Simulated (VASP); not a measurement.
Here is a VASP 6.6.1 calculation.

File INCAR:

```
SYSTEM = SiO2
PREC = Accurate
ENCUT = 520
EDIFF = 1E-6
ISMEAR = 0
SIGMA = 0.01
LREAL = .False.
LASPH = .True.
NELM = 100
ALGO = Normal
ISIF = 2
LWAVE = .False.
LCHARG = .False.
GGA = PE
NBANDS = 25
```

KPOINTS

```
regular mesh
0
Gamma
  6 6 8
  0 0 0
```

The input POSCAR:

```
SiO2
1.0
    4.2118247061      0.0000000000      0.0000000000
    0.0000000000      4.2118247061      0.0000000000
    0.0000000000      0.0000000000      2.6872274452
Si O
2 4
Direct
    0.0000000000      0.0000000000      0.0000000000
    0.5000000000      0.5000000000      0.5000000000
    0.3059000000      0.3059000000      0.0000000000
    0.1941000000      0.8059000000      0.5000000000
    0.6941000000      0.6941000000      0.0000000000
    0.8059000000      0.1941000000      0.5000000000
```

Potentials or basis: VASP PAW PBE potentials, release 64 (Si, O).

Launch:

```sh
$ cat potpaw_PBE.64/Si/POTCAR potpaw_PBE.64/O/POTCAR > POTCAR
$ mpirun -np 1 vasp_std > vasp.out
```

**Question.** What does it give for the band gap on the k mesh?

**Answer.** 5.18 eV, direct.

**Question.** What does it give for the largest force?

**Answer.** 0.065 eV/Å.

Forces on the atoms (eV/Å):
```
Si   0.000  0.000  0.000
Si   0.000  0.000  0.000
O    0.046  0.046  0.000
O   -0.046  0.046  0.000
O   -0.046 -0.046  0.000
O    0.046 -0.046  0.000
```

A k mesh can miss the band edges.
